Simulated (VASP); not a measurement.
# KCl (I4/mmm) in VASP: a series of runs

The runs below take KCl through single point, with PBEsol.

Everything below comes from runs of VASP 6.6.1. Logs are shortened: lines on timing, memory, paths and dates and some standing lists are left out, and cuts for length are marked.

## Step 1: The cell of the first run

Symmetry: I4/mmm, No. 139, tetragonal system. The conventional cell has a = 4.106 Å, b = 4.106 Å, c = 6.312 Å, α = 90.00°, β = 90.00°, γ = 90.00°. Within 3.8 Å of K (site symmetry 4/mmm) lie 6 Cl at 2.90 to 3.16 Å. Cl (site symmetry 4/mmm) has 6 K at 2.90 to 3.16 Å within 3.8 Å.

## Step 2: Single point, PBEsol (strain -0.080 along x and y, +0.000 along z)

File INCAR:

```
  ALGO = Normal
  EDIFF = 1E-7
  ENCUT = 520
  GGA = PS
  ISIF = 2
  ISMEAR = 0
  LASPH = True
  LCHARG = False
  LREAL = False
  LWAVE = False
  NBANDS = 15
  NELM = 100
  PREC = Accurate
  SIGMA = 0.05
```

File KPOINTS:

```
k-points
0
Gamma
  6 6 6
```

File POSCAR:

```
KCl
1.0
    0.0000000000      2.9036120000      3.1561000000
    2.9036120000      0.0000000000      3.1561000000
    2.9036120000      2.9036120000      0.0000000000
K Cl
1 1
Direct
    0.0000000000      0.0000000000      0.0000000000
    0.5000000000      0.5000000000      0.5000000000
```

Potentials or basis: VASP PAW PBE potentials, release 64 (K_sv, Cl).

The run is started by

```sh
$ cat potpaw_PBE.64/K_sv/POTCAR potpaw_PBE.64/Cl/POTCAR > POTCAR
$ mpirun -np 1 vasp_std > vasp.out
```

OUTCAR:

```text
EDIFF = 1E-7
   ENCUT = 520
   GGA = PS
   ISIF = 2
   ISMEAR = 0
   LASPH = True
   LREAL = False
   NELM = 100
   PREC = Accurate

 ion  position               nearest neighbor table
   1  0.000  0.000  0.000-   2 2.90   2 2.90   2 2.90   2 2.90   2 3.16   2 3.16
   2  0.500  0.500  0.500-   1 2.90   1 2.90   1 2.90   1 2.90   1 3.16   1 3.16

  LATTYP: Found a body centered tetragonal cell.
 ALAT       =     4.1063274703
 C/A-ratio  =     1.5371886548

  Lattice vectors:

 A1 = (  -2.9036120000,   0.0000000000,   3.1561000000)
 A2 = (   2.9036120000,   0.0000000000,   3.1561000000)
 A3 = (   0.0000000000,   2.9036120000,  -3.1561000000)

Analysis of symmetry for initial positions (statically):
=====================================================================
 Subroutine PRICEL returns:
 Original cell was already a primitive cell.

 Routine SETGRP: Setting up the symmetry group for a
 body centered tetragonal supercell.

 Subroutine GETGRP returns: Found 16 space group operations
 (whereof 16 operations were pure point group operations)
 out of a pool of 16 trial point group operations.

The static configuration has the point symmetry D_4h.

Analysis of symmetry for dynamics (positions and initial velocities):
=====================================================================
 Subroutine PRICEL returns:
 Original cell was already a primitive cell.

 Routine SETGRP: Setting up the symmetry group for a
 body centered tetragonal supercell.

 Subroutine GETGRP returns: Found 16 space group operations
 (whereof 16 operations were pure point group operations)
 out of a pool of 16 trial point group operations.

The dynamic configuration has the point symmetry D_4h.

 Subroutine INISYM returns: Found 16 space group operations
 (whereof 16 operations are pure point group operations),
 and found     1 'primitive' translations

----------------------------------------------------------------------------------------

                                     Primitive cell

  volume of cell :      53.2179

  direct lattice vectors                    reciprocal lattice vectors
     0.000000000  2.903612000  3.156100000    -0.172199316  0.172199316  0.158423371
     2.903612000  0.000000000  3.156100000     0.172199316 -0.172199316  0.158423371
     2.903612000  2.903612000  0.000000000     0.172199316  0.172199316 -0.158423371

  length of vectors
     4.288581334  4.288581334  4.106327470     0.290522242  0.290522242  0.290522242

  position of ions in fractional coordinates (direct lattice)
     0.000000000  0.000000000  0.000000000
     0.500000000  0.500000000  0.500000000

  ion indices of the primitive-cell ions
   primitive index   ion index
                 1           1
                 2           2

----------------------------------------------------------------------------------------

 KPOINTS: k-points

Automatic generation of k-mesh.
 Grid dimensions read from file:
 generate k-points for:    6    6    6

 Generating k-lattice:

  Cartesian coordinates                     Fractional coordinates (reciprocal lattice)
    -0.028699886  0.028699886  0.026403895     0.166666667  0.000000000  0.000000000
     0.028699886 -0.028699886  0.026403895     0.000000000  0.166666667  0.000000000
     0.028699886  0.028699886 -0.026403895    -0.000000000 -0.000000000  0.166666667

  Length of vectors
     0.048420374  0.048420374  0.048420374

  Shift w.r.t. Gamma in fractional coordinates (k-lattice)
     0.000000000  0.000000000  0.000000000

 Subroutine IBZKPT returns following result:
 ===========================================

 Found     30 irreducible k-points:

 Following reciprocal coordinates:
            Coordinates               Weight
  0.000000  0.000000  0.000000      1.000000
  0.166667  0.000000  0.000000      8.000000
  0.333333  0.000000  0.000000      8.000000
  0.500000 -0.000000  0.000000      4.000000
  0.166667  0.166667  0.000000      2.000000
  0.333333  0.166667  0.000000      8.000000
[... 16 lines left out ...]
  0.333333  0.000000  0.333333      4.000000
  0.500000 -0.000000  0.333333     16.000000
 [... further k-points ...]
   k-points           NKPTS =     30   k-points in BZ     NKDIM =     30   number of bands    NBANDS=     15
   number of dos      NEDOS =    301   number of ions     NIONS =      2
   total plane-waves  NPLWV =  32768
   dimension x,y,z NGX =    32 NGY =   32 NGZ =   32
   dimension x,y,z NGXF=    64 NGYF=   64 NGZF=   64
   ions per type =               1   1
   NGX,Y,Z   is equivalent  to a cutoff of  12.40, 12.40, 12.96 a.u.
   NGXF,Y,Z  is equivalent  to a cutoff of  24.81, 24.81, 25.91 a.u.
 SYSTEM =  unknown system
   PREC   = accura    normal or accurate (medium, high low for compatibility)
   ISTART =      0    job   : 0-new  1-cont  2-samecut
   ICHARG =      2    charge: 1-file 2-atom 10-const
   ISPIN  =      1    spin polarized calculation?
   LNONCOLLINEAR =      F non collinear calculations
   LSORBIT =      F    spin-orbit coupling
   LASPH  =      T    aspherical Exc in radial PAW
   ENCUT  =  520.0 eV  38.22 Ry    6.18 a.u.   7.97  7.97  7.64*2*pi/ulx,y,z
   NELM   =    100;   NELMIN=  2; NELMDL= -5     # of ELM steps
   EDIFF  = 0.1E-06   stopping-criterion for ELM
   LREAL  =      F    real-space projection
   EDIFFG = 0.1E-05   stopping-criterion for IOM
   NSW    =      0    number of steps for IOM
   IBRION =     -1    ionic relax: 0-MD 1-quasi-New 2-CG
   NFREE  =      0    steps in history (QN), initial steepest desc. (CG)
   ISIF   =      2    stress and relaxation
   ISYM   =      2    0-nonsym 1-usesym 2-fastsym
   POTIM  = 0.5000    time-step for ionic-motion
   TEBEG  =    0.0;   TEEND  =   0.0 temperature during run
   PSTRESS=    0.0 pullay stress
   NELECT =      16.0000    total number of electrons
   NUPDOWN=      -1.0000    fix difference up-down
   EMIN   =  10.00;   EMAX   =-10.00  energy-range for DOS
   EFERMI =   0.00;   METHOD = LEGACY
   ISMEAR =     0;   SIGMA  =   0.05  broadening in eV -4-tet -1-fermi 0-gaus
   EFERMI_NEDOS =   21; number of points for ismear=-14 and -15
   IALGO  =     38    algorithm
   IMIX   =      4    mixing-type and parameters
     AMIX     =   0.40;   BMIX     =  1.00
     AMIX_MAG =   1.60;   BMIX_MAG =  1.00
  volume/ion in A,a.u.               =      26.61       179.57
  Fermi-wavevector in a.u.,A,eV,Ry     =   1.096719  2.072499 16.364998  1.202793
  Thomas-Fermi vector in A             =   2.233066
   LORBIT       =      0    0 simple, 1 ext, 2 COOP (PROOUT), +10 PAW based schemes
   GGA     = PS    functional components
   LHFCALC =     F    Hartree Fock is set to
   AEXX    =    0.0000 exact exchange contribution
   IVDW    =     0    specifies the selected vdW correction
   LEPSILON=     F    determine dielectric tensor
   LRPA    =     F    only Hartree local field effects (RPA)
 non-spin polarized calculation
 Gauss-broadening in eV      SIGMA  =   0.05
  energy-cutoff  :      520.00
  volume of cell :       53.22
 maximum number of plane-waves:      1445
   NGX = 15   NGY = 15   NGZ = 15

 number of electron      16.0000000 magnetization

 Free energy of the ion-electron system (eV)
  ---------------------------------------------------
  ext. energy  EPLUGINS =         0.00000000
  ---------------------------------------------------
  free energy    TOTEN  =        -6.89253016 eV

  energy without entropy =       -6.89253016  energy(sigma->0) =       -6.89253016

 E-fermi :  -0.8419     XC(G=0):  -8.4097

 val. band max:       -1.1497099622   @ k =   0.0000   0.0000   0.0000
 cond. band min:       4.3190239267   @ k =   0.0000   0.0000   0.0000
 fundamental gap:      5.4687338890
 Fermi energy:        -0.8419019516

 k-point     1 :       0.0000    0.0000    0.0000
  band No.  band energies     occupation
      1     -27.8877      2.00000
      2     -13.5094      2.00000
      3     -11.4318      2.00000
      4     -11.4318      2.00000
      5     -11.4078      2.00000
      6      -1.2769      2.00000
      7      -1.1497      2.00000
      8      -1.1497      2.00000
      9       4.3190      0.00000
     10       6.6994      0.00000
     11       7.3311      0.00000
     12       7.3311      0.00000
     13       7.9739      0.00000
     14       8.2952      0.00000
     15      12.0849      0.00000

 k-point     2 :       0.1667    0.0000    0.0000
  band No.  band energies     occupation
      1     -27.8812      2.00000
      2     -13.5959      2.00000
      3     -11.4286      2.00000
      4     -11.4211      2.00000
      5     -11.3163      2.00000
      6      -1.6204      2.00000
      7      -1.3627      2.00000
      8      -1.2970      2.00000
      9       5.0396      0.00000
     10       6.8891      0.00000
     11       7.4130      0.00000
     12       7.7157      0.00000
     13       8.4603      0.00000
     14       8.8195      0.00000
     15      13.2174      0.00000

 k-point     3 :       0.3333    0.0000    0.0000
  band No.  band energies     occupation
      1     -27.8681      2.00000
      2     -13.7489      2.00000
      3     -11.4411      2.00000
      4     -11.4219      2.00000
      5     -11.1087      2.00000
      6      -2.3129      2.00000
      7      -1.6022      2.00000
      8      -1.5696      2.00000
      9       6.2196      0.00000
     10       7.2970      0.00000
     11       8.5001      0.00000
     12       8.7771      0.00000
     13       9.6462      0.00000
     14      10.1355      0.00000
     15      12.2773      0.00000

 k-point     4 :       0.5000   -0.0000    0.0000
  band No.  band energies     occupation
      1     -27.8615      2.00000
      2     -13.8180      2.00000
      3     -11.4513      2.00000
      4     -11.4184      2.00000
      5     -11.0104      2.00000
      6      -2.6135      2.00000
      7      -1.7111      2.00000
      8      -1.6967      2.00000
      9       6.6266      0.00000
     10       7.8347      0.00000
     11       9.7601      0.00000
     12       9.8290      0.00000
     13      10.3400      0.00000
     14      11.0527      0.00000
     15      11.1126      0.00000
[... 307 lines left out ...]
 k-point    22 :      -0.3333    0.5000    0.1667
  band No.  band energies     occupation
      1     -27.8587      2.00000
      2     -13.5257      2.00000
      3     -11.6218      2.00000
      4     -11.5641      2.00000
      5     -11.2757      2.00000
      6      -2.0052      2.00000
      7      -1.7865      2.00000
      8      -1.5374      2.00000
      9       6.0329      0.00000
     10       8.0290      0.00000
     11       8.5393      0.00000
     12       9.4421      0.00000
     13      10.2863      0.00000
     14      10.9737      0.00000
     15      11.6685      0.00000

 k-point    23 :       0.3333    0.0000    0.3333
  band No.  band energies     occupation
      1     -27.8598      2.00000
      2     -13.5602      2.00000
      3     -11.5484      2.00000
      4     -11.4717      2.00000
      5     -11.3782      2.00000
      6      -2.1117      2.00000
      7      -1.4899      2.00000
      8      -1.4086      2.00000
      9       5.3630      0.00000
     10       6.6046      0.00000
     11       9.0146      0.00000
     12       9.9946      0.00000
     13      10.2196      0.00000
     14      10.5108      0.00000
     15      11.6263      0.00000

 k-point    24 :       0.5000   -0.0000    0.3333
  band No.  band energies     occupation
      1     -27.8537      2.00000
      2     -13.4989      2.00000
      3     -11.6158      2.00000
      4     -11.5055      2.00000
      5     -11.4291      2.00000
      6      -1.9753      2.00000
      7      -1.6570      2.00000
      8      -1.5421      2.00000
      9       5.4940      0.00000
     10       7.6863      0.00000
     11       9.2604      0.00000
     12       9.7055      0.00000
     13      10.1822      0.00000
     14      10.6549      0.00000
     15      11.5140      0.00000

 [... further k-points ...]

------------------------ aborting loop because EDIFF is reached ----------------------------------------

  FORCE on cell =-STRESS in cart. coord.  units (eV):
  Direction    XX          YY          ZZ          XY          YZ          ZX
  --------------------------------------------------------------------------------------
  -------------------------------------------------------------------------------------
  Total        1.9927636      1.9927636      0.1585451      0.0000000      0.0000000      0.0000000
  in kB       59.9940867     59.9940867      4.7731539      0.0000000      0.0000000      0.0000000
  external PRESSURE =      41.5871091 kB  Pullay stress =       0.0000000 kB

 VOLUME and BASIS-vectors are now :
 -----------------------------------------------------------------------------
  energy-cutoff  :      520.00
  volume of cell :       53.22
      direct lattice vectors                 reciprocal lattice vectors
     0.000000000  2.903612000  3.156100000    -0.172199316  0.172199316  0.158423371
     2.903612000  0.000000000  3.156100000     0.172199316 -0.172199316  0.158423371
     2.903612000  2.903612000  0.000000000     0.172199316  0.172199316 -0.158423371

 POSITION                                       TOTAL-FORCE (eV/Angst)
 -----------------------------------------------------------------------------------
      0.00000      0.00000      0.00000         0.000000     -0.000000      0.000000
      2.90361      2.90361      3.15610        -0.000000      0.000000      0.000000
 -----------------------------------------------------------------------------------
    total drift:                                0.000000     -0.000000     -0.000000

  FREE ENERGIE OF THE ION-ELECTRON SYSTEM (eV)
  ---------------------------------------------------
  free  energy   TOTEN  =        -6.8925301553 eV

  energy  without entropy=       -6.8925301553  energy(sigma->0) =       -6.89253016
```

It took 8.7 s on 1 thread of Intel Xeon 6975P-C (Granite Rapids), shared host; peak memory 0.17 GiB.

Results:

* Free energy: -6.8925 eV
* Pressure: 4.2 GPa
* Band gap on the k mesh: 5.47 eV, direct

Caveat: the cell differs from its parent crystal (strain -0.080 along x and y, +0.000 along z); the PAW data sets were made with another functional, which shifts forces and pressure a little.

[end of part 1 of 2]
